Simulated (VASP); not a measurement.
# AlCo (Pm-3m) in VASP: notebook

The runs below take AlCo through single point, with LDA.

Everything below comes from runs of VASP 6.6.1. Logs are shortened: lines on timing, memory, paths and dates and some standing lists are left out, and cuts for length are marked.

### Step 1. The cell of the first run

Symmetry: Pm-3m, No. 221, cubic system. Conventional cell: a = 2.857 Å, b = 2.857 Å, c = 2.857 Å, α = 90.00°, β = 90.00°, γ = 90.00°. Co (site symmetry m-3m) has 8 Al at 2.47 Å and 6 Co at 2.86 Å within 3.3 Å. Within 3.3 Å of Al (site symmetry m-3m) lie 8 Co at 2.47 Å and 6 Al at 2.86 Å.

### Step 2. Single point, LDA, collinear spin, ferromagnetic start

INCAR

```
PREC = Accurate
ENCUT = 520
EDIFF = 1E-6
ISMEAR = -1
SIGMA = 0.05
LREAL = False
LASPH = True
NELM = 150
ALGO = Fast
ISIF = 2
LWAVE = False
LCHARG = False
ISPIN = 2
MAGMOM = 2 0
LORBIT = 11
LMAXMIX = 4
NBANDS = 17
```

KPOINTS

```
Automatic mesh
0
Gamma
  9 9 9
```

POSCAR

```
AlCo
1.0
    2.8565048754      0.0000000000      0.0000000000
    0.0000000000      2.8565048754      0.0000000000
    0.0000000000      0.0000000000      2.8565048754
Co Al
1 1
Direct
    0.5000000000      0.5000000000      0.5000000000
    0.0000000000      0.0000000000      0.0000000000
```

Potentials or basis: VASP PAW LDA potentials, release 64 (Co, Al).

Run with:

```console
$ cat potpaw_LDA.64/Co/POTCAR potpaw_LDA.64/Al/POTCAR > POTCAR
$ mpirun -np 1 vasp_std > vasp.out
```

OUTCAR:

```text
PREC = Accurate
   ENCUT = 520
   EDIFF = 1E-6
   ISMEAR = -1
   LREAL = False
   LASPH = True
   NELM = 150
   ISIF = 2
   ISPIN = 2
   LORBIT = 11

 ion  position               nearest neighbor table
   1  0.500  0.500  0.500-   2 2.47   2 2.47   2 2.47   2 2.47   2 2.47   2 2.47   2 2.47   2 2.47

   2  0.000  0.000  0.000-   1 2.47   1 2.47   1 2.47   1 2.47   1 2.47   1 2.47   1 2.47   1 2.47

  LATTYP: Found a simple cubic cell.
 ALAT       =     2.8565048754

  Lattice vectors:

 A1 = (   2.8565048754,   0.0000000000,   0.0000000000)
 A2 = (   0.0000000000,   2.8565048754,   0.0000000000)
 A3 = (   0.0000000000,   0.0000000000,   2.8565048754)

Analysis of symmetry for initial positions (statically):
=====================================================================
 Subroutine PRICEL returns:
 Original cell was already a primitive cell.

 Routine SETGRP: Setting up the symmetry group for a
 simple cubic supercell.

 Subroutine GETGRP returns: Found 48 space group operations
 (whereof 48 operations were pure point group operations)
 out of a pool of 48 trial point group operations.

The static configuration has the point symmetry O_h .

Analysis of symmetry for dynamics (positions and initial velocities):
=====================================================================
 Subroutine PRICEL returns:
 Original cell was already a primitive cell.

 Routine SETGRP: Setting up the symmetry group for a
 simple cubic supercell.

 Subroutine GETGRP returns: Found 48 space group operations
 (whereof 48 operations were pure point group operations)
 out of a pool of 48 trial point group operations.

The dynamic configuration has the point symmetry O_h .

Analysis of structural, dynamic, and magnetic symmetry:
=====================================================================
 Subroutine PRICEL returns:
 Original cell was already a primitive cell.

 Routine SETGRP: Setting up the symmetry group for a
 simple cubic supercell.

 Subroutine GETGRP returns: Found 48 space group operations
 (whereof 48 operations were pure point group operations)
 out of a pool of 48 trial point group operations.

The overall configuration has the point symmetry O_h .

 Subroutine INISYM returns: Found 48 space group operations
 (whereof 48 operations are pure point group operations),
 and found     1 'primitive' translations

----------------------------------------------------------------------------------------

                                     Primitive cell

  volume of cell :      23.3080

  direct lattice vectors                    reciprocal lattice vectors
     2.856504875  0.000000000  0.000000000     0.350078170  0.000000000  0.000000000
     0.000000000  2.856504875  0.000000000     0.000000000  0.350078170  0.000000000
     0.000000000  0.000000000  2.856504875     0.000000000  0.000000000  0.350078170

  length of vectors
     2.856504875  2.856504875  2.856504875     0.350078170  0.350078170  0.350078170

  position of ions in fractional coordinates (direct lattice)
     0.500000000  0.500000000  0.500000000
     0.000000000  0.000000000  0.000000000

  ion indices of the primitive-cell ions
   primitive index   ion index
                 1           1
                 2           2

----------------------------------------------------------------------------------------

 KPOINTS: Automatic mesh

Automatic generation of k-mesh.
 Grid dimensions read from file:
 generate k-points for:    9    9    9

 Generating k-lattice:

  Cartesian coordinates                     Fractional coordinates (reciprocal lattice)
     0.038897574  0.000000000  0.000000000     0.111111111  0.000000000  0.000000000
     0.000000000  0.038897574  0.000000000     0.000000000  0.111111111  0.000000000
     0.000000000  0.000000000  0.038897574     0.000000000  0.000000000  0.111111111

  Length of vectors
     0.038897574  0.038897574  0.038897574

  Shift w.r.t. Gamma in fractional coordinates (k-lattice)
     0.000000000  0.000000000  0.000000000

 Subroutine IBZKPT returns following result:
 ===========================================

 Found     35 irreducible k-points:

 Following reciprocal coordinates:
            Coordinates               Weight
  0.000000  0.000000  0.000000      1.000000
  0.111111  0.000000  0.000000      6.000000
  0.222222  0.000000  0.000000      6.000000
  0.333333  0.000000  0.000000      6.000000
  0.444444  0.000000  0.000000      6.000000
  0.111111  0.111111  0.000000     12.000000
[... 16 lines left out ...]
  0.333333  0.333333  0.111111     24.000000
  0.444444  0.333333  0.111111     48.000000
 [... further k-points ...]
   k-points           NKPTS =     35   k-points in BZ     NKDIM =     35   number of bands    NBANDS=     17
   number of dos      NEDOS =    301   number of ions     NIONS =      2
   total plane-waves  NPLWV =  13824
   dimension x,y,z NGX =    24 NGY =   24 NGZ =   24
   dimension x,y,z NGXF=    48 NGYF=   48 NGZF=   48
   ions per type =               1   1
   NGX,Y,Z   is equivalent  to a cutoff of  13.97, 13.97, 13.97 a.u.
   NGXF,Y,Z  is equivalent  to a cutoff of  27.94, 27.94, 27.94 a.u.
 SYSTEM =  unknown system
   PREC   = accura    normal or accurate (medium, high low for compatibility)
   ISTART =      0    job   : 0-new  1-cont  2-samecut
   ICHARG =      2    charge: 1-file 2-atom 10-const
   ISPIN  =      2    spin polarized calculation?
   LNONCOLLINEAR =      F non collinear calculations
   LSORBIT =      F    spin-orbit coupling
   LASPH  =      T    aspherical Exc in radial PAW
   ENCUT  =  520.0 eV  38.22 Ry    6.18 a.u.   5.31  5.31  5.31*2*pi/ulx,y,z
   NELM   =    150;   NELMIN=  2; NELMDL= -5     # of ELM steps
   EDIFF  = 0.1E-05   stopping-criterion for ELM
   LREAL  =      F    real-space projection
   EDIFFG = 0.1E-04   stopping-criterion for IOM
   NSW    =      0    number of steps for IOM
   IBRION =     -1    ionic relax: 0-MD 1-quasi-New 2-CG
   NFREE  =      0    steps in history (QN), initial steepest desc. (CG)
   ISIF   =      2    stress and relaxation
   ISYM   =      2    0-nonsym 1-usesym 2-fastsym
   POTIM  = 0.5000    time-step for ionic-motion
   TEBEG  =    0.0;   TEEND  =   0.0 temperature during run
   PSTRESS=    0.0 pullay stress
   NELECT =      12.0000    total number of electrons
   NUPDOWN=      -1.0000    fix difference up-down
   EMIN   =  10.00;   EMAX   =-10.00  energy-range for DOS
   EFERMI =   0.00;   METHOD = LEGACY
   ISMEAR =    -1;   SIGMA  =   0.05  broadening in eV -4-tet -1-fermi 0-gaus
   EFERMI_NEDOS =   21; number of points for ismear=-14 and -15
   IALGO  =     68    algorithm
   IMIX   =      4    mixing-type and parameters
     AMIX     =   0.40;   BMIX     =  1.00
     AMIX_MAG =   1.60;   BMIX_MAG =  1.00
  volume/ion in A,a.u.               =      11.65        78.65
  Fermi-wavevector in a.u.,A,eV,Ry     =   1.312100  2.479510 23.423878  1.721606
  Thomas-Fermi vector in A             =   2.442516
   LORBIT       =     11    0 simple, 1 ext, 2 COOP (PROOUT), +10 PAW based schemes
   GGA     = CA    functional components
   LHFCALC =     F    Hartree Fock is set to
   AEXX    =    0.0000 exact exchange contribution
   IVDW    =     0    specifies the selected vdW correction
   LEPSILON=     F    determine dielectric tensor
   LRPA    =     F    only Hartree local field effects (RPA)
 spin polarized calculation
 RMM-DIIS sequential band-by-band and
  energy-cutoff  :      520.00
  volume of cell :       23.31
 maximum number of plane-waves:       647
 NGX is ok and might be reduce to    24
   NGX = 11   NGY = 11   NGZ = 11

 number of electron      11.9999997 magnetization       0.0000081

 number of electron      11.9999997 magnetization      -0.0000086

 Free energy of the ion-electron system (eV)
  ---------------------------------------------------
  ext. energy  EPLUGINS =         0.00000000
  ---------------------------------------------------
  free energy    TOTEN  =       -13.65890626 eV

  energy without entropy =      -13.65399856  energy(sigma->0) =      -13.65645241

 E-fermi :  10.1691     XC(G=0): -12.4776

 val. band max:       10.1245342078   @ k =   0.4444   0.4444   0.1111
 cond. band min:      10.2804463276   @ k =   0.4444   0.3333   0.0000
 fundamental gap:      0.1559121197
 Fermi energy:        10.1691256766

 spin component 1

 k-point     1 :       0.0000    0.0000    0.0000
  band No.  band energies     occupation
      1      -0.7585      1.00000
      2       7.2503      1.00000
      3       7.2503      1.00000
      4       9.4047      1.00000
      5       9.4048      1.00000
      6       9.4048      1.00000
[... 9 lines left out ...]
     16      33.8915      0.00000
     17      33.8915      0.00000

 k-point     2 :       0.1111    0.0000    0.0000
  band No.  band energies     occupation
      1      -0.5264      1.00000
      2       7.2235      1.00000
      3       7.3124      1.00000
      4       9.2833      1.00000
      5       9.2833      1.00000
      6       9.4178      1.00000
[... 9 lines left out ...]
     16      31.6640      0.00000
     17      33.6925      0.00000

 k-point     3 :       0.2222    0.0000    0.0000
  band No.  band energies     occupation
      1       0.1604      1.00000
      2       6.9728      1.00000
      3       7.4747      1.00000
      4       9.0033      1.00000
      5       9.0033      1.00000
      6       9.4509      1.00000
[... 392 lines left out ...]
 k-point    23 :       0.3333    0.3333    0.1111
  band No.  band energies     occupation
      1       3.2523      1.00000
      2       6.7670      1.00000
      3       7.3588      1.00000
      4       8.3208      1.00000
      5       8.8100      1.00000
      6       8.8994      1.00000
[... 9 lines left out ...]
     16      30.9153      0.00000
     17      32.0722      0.00000

 k-point    24 :       0.4444    0.3333    0.1111
  band No.  band energies     occupation
      1       4.3493      1.00000
      2       6.0278      1.00000
      3       7.5546      1.00000
      4       8.1550      1.00000
      5       8.9044      1.00000
      6       9.0348      1.00000
[... 9 lines left out ...]
     16      31.5764      0.00000
     17      33.1614      0.00000

 [... further k-points ...]

 spin component 2

 k-point     1 :       0.0000    0.0000    0.0000
  band No.  band energies     occupation
      1      -0.7585      1.00000
      2       7.2502      1.00000
      3       7.2502      1.00000
      4       9.4047      1.00000
      5       9.4047      1.00000
      6       9.4047      1.00000
[... 9 lines left out ...]
     16      33.8915      0.00000
     17      33.8915      0.00000

 k-point     2 :       0.1111    0.0000    0.0000
  band No.  band energies     occupation
      1      -0.5263      1.00000
      2       7.2233      1.00000
      3       7.3122      1.00000
      4       9.2832      1.00000
      5       9.2832      1.00000
      6       9.4177      1.00000
[... 9 lines left out ...]
     16      31.6640      0.00000
     17      33.6937      0.00000

 k-point     3 :       0.2222    0.0000    0.0000
  band No.  band energies     occupation
      1       0.1604      1.00000
      2       6.9727      1.00000
      3       7.4746      1.00000
      4       9.0032      1.00000
      5       9.0032      1.00000
      6       9.4508      1.00000
[... 392 lines left out ...]
 k-point    23 :       0.3333    0.3333    0.1111
  band No.  band energies     occupation
      1       3.2523      1.00000
      2       6.7669      1.00000
      3       7.3588      1.00000
      4       8.3207      1.00000
      5       8.8099      1.00000
      6       8.8993      1.00000
[... 9 lines left out ...]
     16      30.9154      0.00000
     17      32.0722      0.00000

 k-point    24 :       0.4444    0.3333    0.1111
  band No.  band energies     occupation
      1       4.3494      1.00000
      2       6.0278      1.00000
      3       7.5546      1.00000
      4       8.1549      1.00000
      5       8.9044      1.00000
      6       9.0347      1.00000
[... 9 lines left out ...]
     16      31.5764      0.00000
     17      33.1614      0.00000

 [... further k-points ...]
[... 5 lines left out ...]
  --------------------------------------------------------------------------------------
  -------------------------------------------------------------------------------------
  Total       -1.7116492     -1.7116492     -1.7116492      0.0000000     -0.0000000     -0.0000000
  in kB     -117.6577215   -117.6577215   -117.6577215      0.0000000     -0.0000000     -0.0000000
  external PRESSURE =    -117.6577215 kB  Pullay stress =       0.0000000 kB

 VOLUME and BASIS-vectors are now :
 -----------------------------------------------------------------------------
  energy-cutoff  :      520.00
  volume of cell :       23.31
      direct lattice vectors                 reciprocal lattice vectors
     2.856504875  0.000000000  0.000000000     0.350078170  0.000000000  0.000000000
     0.000000000  2.856504875  0.000000000     0.000000000  0.350078170  0.000000000
     0.000000000  0.000000000  2.856504875     0.000000000  0.000000000  0.350078170

 POSITION                                       TOTAL-FORCE (eV/Angst)
 -----------------------------------------------------------------------------------
      1.42825      1.42825      1.42825         0.000000      0.000000      0.000000
      0.00000      0.00000      0.00000         0.000000      0.000000      0.000000
 -----------------------------------------------------------------------------------
    total drift:                                0.000000     -0.000000     -0.000000

  FREE ENERGIE OF THE ION-ELECTRON SYSTEM (eV)
  ---------------------------------------------------
  free  energy   TOTEN  =       -13.6589062561 eV

  energy  without entropy=      -13.6539985576  energy(sigma->0) =      -13.65645241

 total charge

# of ion       s       p       d       tot
------------------------------------------
    1        0.434   0.497   7.530   8.461
    2        0.399   0.430   0.000   0.829
--------------------------------------------------
tot          0.833   0.927   7.530   9.290

 magnetization (x)

# of ion       s       p       d       tot
------------------------------------------
    1        0.000   0.000  -0.000  -0.000
    2        0.000   0.000   0.000   0.000
--------------------------------------------------
tot          0.000   0.000  -0.000  -0.000
```

Run time: 13 s. Hardware: 1 thread of Intel Xeon 6975P-C, shared host; peak memory 0.14 GiB.

Results:

```yaml
Free_energy: -13.6589 eV
Pressure: -11.8 GPa
Band_gap_on_the_k_mesh: zero (filled and empty bands overlap)
Net_moment: 0.00 μB per cell
Valence_electrons_inside_the_program's_atomic_spheres: Co 8.46; Al 0.83
```

Levels at points of the mesh, in eV from the Fermi level:
Spin up:
```tsv
k point	band 2	band 3	band 4	band 5	band 6	band 7	band 8	band 9	band 10	band 11
(0.00, 0.00, 0.00)	-2.92	-2.92	-0.76	-0.76	-0.76	5.94	5.94	5.94	8.83	8.83
```
Spin down:
```csv
k point,band 2,band 3,band 4,band 5,band 6,band 7,band 8,band 9,band 10,band 11
"(0.00, 0.00, 0.00)",-2.92,-2.92,-0.76,-0.76,-0.76,5.94,5.94,5.94,8.83,8.83
```

Caveat: the starting moments collapsed, and a magnetic state may lie lower.

### Step 3. Single point, LDA, collinear spin, ferromagnetic start

This run uses another cell than the first one, of 11.88 Å³/atom, 1.019 times its volume.

INCAR

```
PREC = Accurate ; ENCUT = 520
EDIFF = 1E-6 ; ISMEAR = -1
SIGMA = 0.05 ; LREAL = False
LASPH = True ; NELM = 150
ALGO = Normal ; ISIF = 2
LWAVE = False ; LCHARG = True
ISPIN = 2 ; MAGMOM = 2 0
LORBIT = 11 ; LMAXMIX = 4
LELF = True ; LVHAR = True
NBANDS = 17
```

KPOINTS

```
regular mesh
0
Gamma
  9 9 9
```

POSCAR

```
AlCo
1.0
    2.8746996645      0.0000000000      0.0000000000
    0.0000000000      2.8746996645      0.0000000000
    0.0000000000      0.0000000000      2.8746996645
Co Al
1 1
Direct
    0.5000000000      0.5000000000      0.5000000000
    0.0000000000      0.0000000000      0.0000000000
```

Potentials or basis: VASP PAW LDA potentials, release 64 (Co, Al).

Run with:

```console
$ cat potpaw_LDA.64/Co/POTCAR potpaw_LDA.64/Al/POTCAR > POTCAR
$ mpirun -np 1 vasp_std > vasp.out
```

OUTCAR:

```text
PREC = Accurate
   ENCUT = 520
   EDIFF = 1E-6
   ISMEAR = -1
   LREAL = False
   LASPH = True
   NELM = 150
   ISIF = 2
   ISPIN = 2
   LORBIT = 11

 ion  position               nearest neighbor table
   1  0.500  0.500  0.500-   2 2.49   2 2.49   2 2.49   2 2.49   2 2.49   2 2.49   2 2.49   2 2.49

   2  0.000  0.000  0.000-   1 2.49   1 2.49   1 2.49   1 2.49   1 2.49   1 2.49   1 2.49   1 2.49

  LATTYP: Found a simple cubic cell.
 ALAT       =     2.8746996645

  Lattice vectors:

 A1 = (   2.8746996645,   0.0000000000,   0.0000000000)
 A2 = (   0.0000000000,   2.8746996645,   0.0000000000)
[... 1176 lines left out ...]

 VOLUME and BASIS-vectors are now :
 -----------------------------------------------------------------------------
  energy-cutoff  :      520.00
  volume of cell :       23.76
      direct lattice vectors                 reciprocal lattice vectors
     2.874699665  0.000000000  0.000000000     0.347862426  0.000000000  0.000000000
     0.000000000  2.874699665  0.000000000     0.000000000  0.347862426  0.000000000
     0.000000000  0.000000000  2.874699665     0.000000000  0.000000000  0.347862426

 POSITION                                       TOTAL-FORCE (eV/Angst)
 -----------------------------------------------------------------------------------
      1.43735      1.43735      1.43735         0.000000      0.000000      0.000000
      0.00000      0.00000      0.00000         0.000000      0.000000      0.000000
 -----------------------------------------------------------------------------------
    total drift:                                0.000000     -0.000000     -0.000000

  FREE ENERGIE OF THE ION-ELECTRON SYSTEM (eV)
  ---------------------------------------------------
  free  energy   TOTEN  =       -13.6219992518 eV

  energy  without entropy=      -13.6167757249  energy(sigma->0) =      -13.61938749

 total charge

# of ion       s       p       d       tot
------------------------------------------
    1        0.427   0.482   7.517   8.426
    2        0.397   0.421   0.000   0.818
--------------------------------------------------
tot          0.824   0.903   7.517   9.244

 magnetization (x)

# of ion       s       p       d       tot
------------------------------------------
    1       -0.000  -0.000   0.000   0.000
    2       -0.000  -0.000   0.000  -0.000
--------------------------------------------------
tot         -0.000  -0.000   0.000   0.000
```

OSZICAR:

```text
N       E                     dE             d eps       ncg     rms          rms(c)
DAV:   1     0.367326542430E+02    0.36733E+02   -0.49851E+03  2420   0.743E+02
DAV:   2    -0.127334330171E+02   -0.49466E+02   -0.43637E+02  2616   0.151E+02
DAV:   3    -0.148035008052E+02   -0.20701E+01   -0.20357E+01  2938   0.328E+01
DAV:   4    -0.148322605078E+02   -0.28760E-01   -0.28740E-01  2862   0.340E+00
DAV:   5    -0.148329934980E+02   -0.73299E-03   -0.73293E-03  2966   0.593E-01    0.131E+01
DAV:   6    -0.176789282902E+02   -0.28459E+01   -0.46038E+01  2673   0.725E+01    0.176E+01
DAV:   7    -0.136494755121E+02    0.40295E+01   -0.25371E+01  2700   0.470E+01    0.251E+00
DAV:   8    -0.136377815345E+02    0.11694E-01   -0.15501E-01  2926   0.251E+00    0.134E+00
DAV:   9    -0.136229020725E+02    0.14879E-01   -0.35313E-02  2993   0.130E+00    0.656E-01
DAV:  10    -0.136221118703E+02    0.79020E-03   -0.66438E-04  2773   0.191E-01    0.212E-01
DAV:  11    -0.136220057192E+02    0.10615E-03   -0.25313E-04  2942   0.118E-01    0.881E-02
DAV:  12    -0.136219973226E+02    0.83965E-05   -0.40599E-05  3408   0.456E-02    0.397E-02
DAV:  13    -0.136219992476E+02   -0.19249E-05   -0.32366E-06  2112   0.174E-02    0.133E-02
DAV:  14    -0.136219992518E+02   -0.42797E-08   -0.72716E-07  1450   0.754E-03
   1 F= -.13621999E+02 E0= -.13619387E+02  d E =-.522353E-02  mag=     0.0000
```

Wall time 10 s (1 thread of Intel Xeon 6975P-C, shared host); peak memory 0.15 GiB.

What came out:

```yaml
Free_energy: -13.6220 eV
Pressure: -14.5 GPa
Band_gap_on_the_k_mesh: zero (filled and empty bands overlap)
Net_moment: 0.00 μB per cell
Valence_electrons_inside_the_program's_atomic_spheres: Co 8.43; Al 0.82
```

Levels at points of the mesh, in eV from the Fermi level:
Spin up:
```
           k point  band 3  band 4  band 5  band 6  band 7  band 8  band 9  band 10
(0.00, 0.00, 0.00)   -2.83   -0.74   -0.74   -0.74    5.85    5.85    5.85     8.76
```
Spin down:
```
           k point  band 4  band 5  band 6  band 7  band 8  band 9
(0.00, 0.00, 0.00)   -0.74   -0.74   -0.74    5.85    5.85    5.85
```

Caveat: the starting moments collapsed, and a magnetic state may lie lower.
